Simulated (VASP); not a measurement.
Ni: single point with PBE

Crystal: Ni.

```
CELL_PARAMETERS angstrom
2.49175 0.00000 0.00000
1.24588 2.15792 0.00000
1.24588 0.71931 2.03451
ATOMIC_POSITIONS crystal
Ni 0.00000 0.00000 0.00000
```

```
Program             : VASP 6.6.1
Task                : single point
Functional          : PBE
Potentials or basis : VASP PAW PBE potentials, release 64 (Ni)
Cutoff              : 520 eV
k mesh              : 16 × 16 × 16
Occupations         : gaussian, width 0.1 eV
Spin                : collinear spin, ferromagnetic start
Starting moments    : [1.5] μB
```

| Property | Result |
| --- | --- |
| Pressure | -1.2 GPa |
| Net moment | 0.60 μB per cell |
| Site moments | Ni +0.61 μB |
| Valence electrons inside the program's atomic spheres | Ni 9.30 |

Levels at points of the mesh, in eV from the Fermi level:
Spin up:
```
           k point  band 2  band 3  band 4  band 5  band 6  band 7  band 8  band 9
(0.00, 0.00, 0.00)   -2.41   -2.41   -2.41   -1.24   -1.24   23.67   27.49   27.49
(0.50, 0.00, 0.00)   -2.39   -2.39   -0.59   -0.59   -0.29    5.63   22.16   24.58
(0.50, 0.50, 0.00)   -4.16   -0.53   -0.46   -0.46    2.44    9.18   14.77   14.77
```
Spin down:
```tsv
k point	band 1	band 2	band 3	band 4	band 5	band 6	band 7	band 8	band 9	band 10
(0.00, 0.00, 0.00)	-9.01	-1.68	-1.68	-1.68	-0.68	-0.68	23.51	27.47	27.47	27.47
(0.50, 0.00, 0.00)	-4.39	-1.80	-1.80	-0.35	0.13	0.13	6.03	22.02	24.66	24.66
(0.50, 0.50, 0.00)	-4.28	-3.56	0.04	0.37	0.37	2.40	9.40	14.78	14.78	19.81
```

Wall time 22 s on 1 thread of Intel(R) Xeon(R) 6975P-C (Granite Rapids) (shared host), peak memory 0.15 GiB.
